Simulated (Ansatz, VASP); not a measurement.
**Sb: VASP beside Ansatz**

```
CELL_PARAMETERS angstrom
0.00000 2.37124 2.37124
2.37124 0.00000 2.37124
2.37124 2.37124 0.00000
ATOMIC_POSITIONS crystal
Sb 0.00000 0.00000 0.00000
```

Alike in both runs: task single point; functional PBE; k mesh 10 × 10 × 10; occupations gaussian, width 0.03 eV; no spin polarisation.

```csv
,VASP,Ansatz
version,VASP 6.6.1,Ansatz 0.2.0
potentials or method,"VASP PAW PBE potentials, release 64 (Sb)",Ansatz PAW
plane-wave cutoff (eV),520,420
valence electrons in the cell,5,15
```

|  | VASP | Ansatz | Ansatz less VASP |
| --- | --- | --- | --- |
| gap on the k mesh at the Fermi level (eV) | none | none | - |
| pressure (GPa) | 1.8 | 2.0 | +0.16 |

A gap of «none» marks a metal or a gap that the smearing closes. With one functional, cell and mesh, what is left measures potentials, basis and numerics. VASP's potentials hold 5 valence electrons a cell and Ansatz's 15, so a difference there can come from the potentials and not from the codes.

Neither program's run includes spin-orbit coupling.
